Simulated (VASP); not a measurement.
# Li2Se (Fm-3m) in VASP: G0W0 quasiparticle levels with PBE

Aim: the G0W0 quasiparticle levels of Li2Se with PBE.

Program: VASP 6.6.1. These are calculated values, not measurements. Logs are shortened: lines on timing, memory, paths and dates and some standing lists are left out, and cuts for length are marked.

## (1) The cell of the first run

It takes space group Fm-3m (No. 225, cubic). The conventional cell has a = 5.987 Å, b = 5.987 Å, c = 5.987 Å, α = 90.00°, β = 90.00°, γ = 90.00°. Within 3.4 Å of Li (site symmetry -43m) lie 4 Se at 2.59 Å and 6 Li at 2.99 Å. Within 3.4 Å of Se (site symmetry m-3m) lie 8 Li at 2.59 Å.

## (2) G0W0 quasiparticle levels, PBE

POSCAR reads:

```
Li2Se
1.0
    0.0000000000      2.9935010607      2.9935010607
    2.9935010607      0.0000000000      2.9935010607
    2.9935010607      2.9935010607      0.0000000000
Li Se
2 1
Direct
    0.7500000000      0.7500000000      0.7500000000
    0.2500000000      0.2500000000      0.2500000000
    0.0000000000      0.0000000000      0.0000000000
```

INCAR.step1 reads:

```
SYSTEM = Li2Se
PREC     = Accurate       ! precision mode
ENCUT    = 500            ! plane-wave cutoff, eV
EDIFF    = 1E-8           ! SCF threshold, eV
ISMEAR   = 0              ! smearing method
SIGMA    = 0.01           ! smearing width, eV
LREAL    = .FALSE.        ! projectors in reciprocal space
LASPH    = .TRUE.         ! aspherical terms in the spheres
NELM     = 100            ! most SCF steps
ALGO     = Normal         ! electronic algorithm
LWAVE    = .TRUE.         ! write WAVECAR
LCHARG   = .FALSE.        ! write CHGCAR
GGA      = PE             ! functional
```

INCAR.step2 reads:

```
SYSTEM = Li2Se
PREC     = Accurate       ! precision mode
ENCUT    = 500            ! plane-wave cutoff, eV
EDIFF    = 1E-8           ! SCF threshold, eV
ISMEAR   = 0              ! smearing method
SIGMA    = 0.01           ! smearing width, eV
LREAL    = .FALSE.        ! projectors in reciprocal space
LASPH    = .TRUE.         ! aspherical terms in the spheres
NELM     = 1              ! most SCF steps
ALGO     = Exact          ! electronic algorithm
LWAVE    = .TRUE.         ! write WAVECAR
LCHARG   = .FALSE.        ! write CHGCAR
GGA      = PE             ! functional
NBANDS   = 91             ! bands
LOPTICS  = .TRUE.         ! frequency-dependent dielectric function
ISTART   = 1
```

INCAR.step3 reads:

```
SYSTEM = Li2Se
PREC     = Accurate       ! precision mode
ENCUT    = 500            ! plane-wave cutoff, eV
EDIFF    = 1E-8           ! SCF threshold, eV
ISMEAR   = 0              ! smearing method
SIGMA    = 0.01           ! smearing width, eV
LREAL    = .FALSE.        ! projectors in reciprocal space
LASPH    = .TRUE.         ! aspherical terms in the spheres
ALGO     = EVGW0          ! electronic algorithm
LWAVE    = .FALSE.        ! write WAVECAR
LCHARG   = .FALSE.        ! write CHGCAR
GGA      = PE             ! functional
NELMGW   = 1            
NBANDS   = 91             ! bands
ENCUTGW  = 80.0           ! cutoff of the response function
NOMEGA   = 48             ! frequency points
PRECFOCK = Fast         
ISTART   = 1            
NBANDSGW = 12
```

KPOINTS reads:

```
regular mesh
0
G
  8 8 8
  0 0 0
```

Potentials or basis: VASP PAW PBE potentials, release 64 (Li_GW, Se_GW).

Run with:

```sh
> cat potpaw_PBE.64/Li_GW/POTCAR potpaw_PBE.64/Se_GW/POTCAR > POTCAR
> cp INCAR.step1 INCAR
> mpirun -np 1 vasp_std > vasp.out
> cp INCAR.step2 INCAR
> mpirun -np 1 vasp_std > vasp.out
> cp INCAR.step3 INCAR
> mpirun -np 1 vasp_std > vasp.out
```

OUTCAR:

```text
SYSTEM = Li2Se
   PREC = Accurate
   ENCUT = 500
   EDIFF = 1E-8
   ISMEAR = 0
   LREAL = .FALSE.
   LASPH = .TRUE.
   GGA = PE
   NELMGW = 1
   ENCUTGW = 80.0
   PRECFOCK = Fast
   ISTART = 1

 ion  position               nearest neighbor table
   1  0.750  0.750  0.750-   3 2.59   3 2.59   3 2.59   3 2.59   2 2.99   2 2.99   2 2.99   2 2.99
                             2 2.99   2 2.99
   2  0.250  0.250  0.250-   3 2.59   3 2.59   3 2.59   3 2.59   1 2.99   1 2.99   1 2.99   1 2.99
                             1 2.99   1 2.99
   3  0.000  0.000  0.000-   1 2.59   1 2.59   1 2.59   1 2.59   2 2.59   2 2.59   2 2.59   2 2.59

  LATTYP: Found a face centered cubic cell.
 ALAT       =     5.9870021214

  Lattice vectors:

 A1 = (   0.0000000000,   2.9935010607,   2.9935010607)
 A2 = (   2.9935010607,   0.0000000000,   2.9935010607)
 A3 = (   2.9935010607,   2.9935010607,   0.0000000000)

Analysis of symmetry for initial positions (statically):
=====================================================================
 Subroutine PRICEL returns:
 Original cell was already a primitive cell.

 Routine SETGRP: Setting up the symmetry group for a
 face centered cubic supercell.

 Subroutine GETGRP returns: Found 48 space group operations
 (whereof 48 operations were pure point group operations)
 out of a pool of 48 trial point group operations.

The static configuration has the point symmetry O_h .

Analysis of symmetry for dynamics (positions and initial velocities):
=====================================================================
 Subroutine PRICEL returns:
 Original cell was already a primitive cell.

 Routine SETGRP: Setting up the symmetry group for a
 face centered cubic supercell.

 Subroutine GETGRP returns: Found 48 space group operations
 (whereof 48 operations were pure point group operations)
 out of a pool of 48 trial point group operations.

The dynamic configuration has the point symmetry O_h .

 Subroutine INISYM returns: Found 48 space group operations
 (whereof 48 operations are pure point group operations),
 and found     1 'primitive' translations

----------------------------------------------------------------------------------------

                                     Primitive cell

  volume of cell :      53.6498

  direct lattice vectors                    reciprocal lattice vectors
     0.000000000  2.993501061  2.993501061    -0.167028503  0.167028503  0.167028503
     2.993501061  0.000000000  2.993501061     0.167028503 -0.167028503  0.167028503
     2.993501061  2.993501061  0.000000000     0.167028503  0.167028503 -0.167028503

  length of vectors
     4.233449799  4.233449799  4.233449799     0.289301853  0.289301853  0.289301853

  position of ions in fractional coordinates (direct lattice)
     0.750000000  0.750000000  0.750000000
     0.250000000  0.250000000  0.250000000
     0.000000000  0.000000000  0.000000000

  ion indices of the primitive-cell ions
   primitive index   ion index
                 1           1
                 2           2
                 3           3

----------------------------------------------------------------------------------------

 KPOINTS: regular mesh

Automatic generation of k-mesh.
 Grid dimensions read from file:
 generate k-points for:    8    8    8

 Generating k-lattice:

  Cartesian coordinates                     Fractional coordinates (reciprocal lattice)
    -0.020878563  0.020878563  0.020878563     0.125000000  0.000000000  0.000000000
     0.020878563 -0.020878563  0.020878563     0.000000000  0.125000000  0.000000000
     0.020878563  0.020878563 -0.020878563     0.000000000  0.000000000  0.125000000

  Length of vectors
     0.036162732  0.036162732  0.036162732

  Shift w.r.t. Gamma in fractional coordinates (k-lattice)
     0.000000000  0.000000000  0.000000000

 Subroutine IBZKPT returns following result:
 ===========================================

 Found     29 irreducible k-points:

 Following reciprocal coordinates:
            Coordinates               Weight
  0.000000  0.000000  0.000000      1.000000
  0.125000  0.000000  0.000000      8.000000
  0.250000  0.000000  0.000000      8.000000
  0.375000  0.000000  0.000000      8.000000
  0.500000  0.000000  0.000000      4.000000
  0.125000  0.125000  0.000000      6.000000
[... 16 lines left out ...]
  0.500000  0.250000  0.125000     48.000000
 -0.375000  0.250000  0.125000     24.000000
 [... further k-points ...]
   k-points           NKPTS =     29   k-points in BZ     NKDIM =    512   number of bands    NBANDS=     91
   number of dos      NEDOS =    301   number of ions     NIONS =      3
   total plane-waves  NPLWV =  32768
   dimension x,y,z NGX =    32 NGY =   32 NGZ =   32
   dimension x,y,z NGXF=    64 NGYF=   64 NGZF=   64
   ions per type =               2   1
   NGX,Y,Z   is equivalent  to a cutoff of  12.57, 12.57, 12.57 a.u.
   NGXF,Y,Z  is equivalent  to a cutoff of  25.13, 25.13, 25.13 a.u.
 SYSTEM =  Li2Se
   PREC   = accura    normal or accurate (medium, high low for compatibility)
   ISTART =      1    job   : 0-new  1-cont  2-samecut
   ICHARG =      0    charge: 1-file 2-atom 10-const
   ISPIN  =      1    spin polarized calculation?
   LNONCOLLINEAR =      F non collinear calculations
   LSORBIT =      F    spin-orbit coupling
   LASPH  =      T    aspherical Exc in radial PAW
   ENCUT  =  500.0 eV  36.75 Ry    6.06 a.u.   7.72  7.72  7.72*2*pi/ulx,y,z
   NELM   =     60;   NELMIN=  2; NELMDL=  0     # of ELM steps
   EDIFF  = 0.1E-07   stopping-criterion for ELM
   LREAL  =      F    real-space projection
   EDIFFG = 0.1E-06   stopping-criterion for IOM
   NSW    =      0    number of steps for IOM
   IBRION =     -1    ionic relax: 0-MD 1-quasi-New 2-CG
   NFREE  =      0    steps in history (QN), initial steepest desc. (CG)
   ISIF   =      0    stress and relaxation
   ISYM   =      3    0-nonsym 1-usesym 2-fastsym
   POTIM  = 0.5000    time-step for ionic-motion
   TEBEG  =    0.0;   TEEND  =   0.0 temperature during run
   PSTRESS=    0.0 pullay stress
   NELECT =       8.0000    total number of electrons
   NUPDOWN=      -1.0000    fix difference up-down
   EMIN   =  10.00;   EMAX   =-10.00  energy-range for DOS
   EFERMI =   0.00;   METHOD = LEGACY
   ISMEAR =     0;   SIGMA  =   0.01  broadening in eV -4-tet -1-fermi 0-gaus
   EFERMI_NEDOS =   21; number of points for ismear=-14 and -15
   IALGO  =     38    algorithm
   IMIX   =      4    mixing-type and parameters
     AMIX     =   0.40;   BMIX     =  1.00
     AMIX_MAG =   1.60;   BMIX_MAG =  1.00
  volume/ion in A,a.u.               =      17.88       120.68
  Fermi-wavevector in a.u.,A,eV,Ry     =   0.868125  1.640518 10.253900  0.753640
  Thomas-Fermi vector in A             =   1.986758
   LORBIT       =      0    0 simple, 1 ext, 2 COOP (PROOUT), +10 PAW based schemes
   GGA     = PE    functional components
   LHFCALC =     T    Hartree Fock is set to
   PRECFOCK=fast      Normal, Fast or Accurate (Low or Medium for compatibility)
   ENCUT4O =  -1.0   cutoff for four orbital integrals eV
   NKREDX  =     1    reduce k-point grid by
   NKREDY  =     1    reduce k-point grid by
   NKREDZ  =     1    reduce k-point grid by
   AEXX    =    1.0000 exact exchange contribution
   HFSCREEN=    0.0000 screening length (either q_TF or 0.3 A-1)
   HFSCREENC=   0.0000 screening length for correlation (either q_TF or 0.3 A-1)
   ENCUTFOCK=  -1.0 apply spherical cutoff to Coloumb kernel
   IVDW    =     0    specifies the selected vdW correction
   LEPSILON=     F    determine dielectric tensor
   LRPA    =     F    only Hartree local field effects (RPA)
   LRPAFORCE           =     F    calculate RPA forces
   ENCUTGW             =  80.0    cutoff for response function in eV
   ENCUTGWSOFT         =  64.0    soft cutoff for Coulomb kernel in GW response function in eV
   ENCUTLF             =  -1.0    cutoff for local field effects
   NELMGW              =     1    number of iterations in solving QP/BSE equation
   NELMHF              =     1    number of iterations in the inner HF iteration
   NKREDLFX            =     1    NKREDLFY  =   1   NKREDLFZ  =   1
 non-spin polarized calculation
 Gauss-broadening in eV      SIGMA  =   0.01
  energy-cutoff  :      500.00
  volume of cell :       53.65
 maximum number of plane-waves:      1380
  NGX = 18; NGY = 18; NGZ = 18
   NGX = 15   NGY = 15   NGZ = 15
 maximum number of plane-waves:        94
 NGX is ok and might be reduce to    14

 QP shifts <psi_nk| G(iteration)W_0 |psi_nk>: iteration 1
 for sc-GW calculations column KS-energies equals QP-energies in previous step
 and V_xc(KS)=  KS-energies - (<T + V_ion + V_H > + <T+V_H+V_ion>^1  + <V_x>^1)

 k-point   1 :       0.0000    0.0000    0.0000
  band No.  KS-energies  QP-energies   sigma(KS)   V_xc(KS)     V^pw_x(r,r')   Z            occupation Imag(sigma)

      1     -12.0290     -12.7726     -13.4081     -12.3885     -19.7576       0.7294       2.0000       1.3970
      2      -0.6066      -1.5361     -12.9835     -11.7851     -14.5414       0.7757       2.0000       0.0657
      3      -0.6066      -1.5361     -12.9835     -11.7851     -14.5414       0.7757       2.0000       0.0657
      4      -0.6066      -1.5361     -12.9835     -11.7851     -14.5414       0.7757       2.0000       0.0657
      5       2.8035       3.3226      -6.9526      -7.5984      -3.7636       0.8039       0.0000      -0.0661
      6       5.0214       5.7377      -6.8072      -7.7052      -3.3573       0.7977       0.0000      -0.0754
      7       5.0214       5.7377      -6.8072      -7.7052      -3.3573       0.7977       0.0000      -0.0754
      8       5.0214       5.7377      -6.8072      -7.7052      -3.3573       0.7977       0.0000      -0.0754
      9      10.0023      10.5977      -7.6766      -8.4521      -3.4912       0.7678       0.0000      -0.1975
     10      10.0023      10.5977      -7.6766      -8.4521      -3.4912       0.7678       0.0000      -0.1975
     11      10.3545      10.7297      -6.0055      -6.5046      -1.3217       0.7518       0.0000      -0.2953
     12      10.3545      10.7297      -6.0055      -6.5046      -1.3217       0.7518       0.0000      -0.2953

 k-point   2 :       0.1250    0.0000    0.0000
  band No.  KS-energies  QP-energies   sigma(KS)   V_xc(KS)     V^pw_x(r,r')   Z            occupation Imag(sigma)
[... 353 lines left out ...]
      1     -11.5934     -12.1835     -13.6137     -12.7945     -19.8809       0.7203       2.0000       1.2808
      2      -3.2452      -4.4536     -11.4098      -9.7800     -13.6786       0.7414       2.0000       0.1084
      3      -1.9276      -3.0132     -12.1507     -10.7228     -14.0363       0.7603       2.0000       0.0807
      4      -1.5466      -2.5719     -12.2976     -10.9572     -14.0585       0.7649       2.0000       0.0746
      5       4.8100       5.2873      -7.0436      -7.6448      -3.6423       0.7938       0.0000      -0.0805
      6       5.1731       5.8398      -6.9022      -7.7441      -3.2698       0.7919       0.0000      -0.0844
      7       7.0631       7.7652      -7.2637      -8.1684      -3.3763       0.7761       0.0000      -0.1085
      8       7.7948       8.4446      -7.5920      -8.4449      -3.5630       0.7619       0.0000      -0.1331
      9       8.8018       9.4785      -7.2154      -8.1088      -2.9150       0.7574       0.0000      -0.1586
     10      10.1594      10.7470      -7.2210      -8.0123      -2.5477       0.7427       0.0000      -0.2639
     11      12.0660      12.9067      -7.6701      -8.7684      -3.0449       0.7654       0.0000      -0.3268
     12      12.7302      13.2521      -6.6668      -7.3588      -1.6355       0.7542       0.0000      -0.4596

 [... further k-points ...]
```

Run time: 58 min. Hardware: 1 thread of Intel Xeon 8259CL, shared host; peak memory 1.6 GiB.

Results:

```yaml
Quasiparticle_gap: 4.26 eV
Least_direct_quasiparticle_gap: 4.86 eV
Band_gap_of_the_starting_levels_on_the_mesh: 2.97 eV
Least_direct_gap_of_the_starting_levels_on_the_mesh: 3.41 eV
```

Caveat: bands, screening cutoff and mesh are small and nothing is extrapolated, so the quasiparticle values aren't converged.
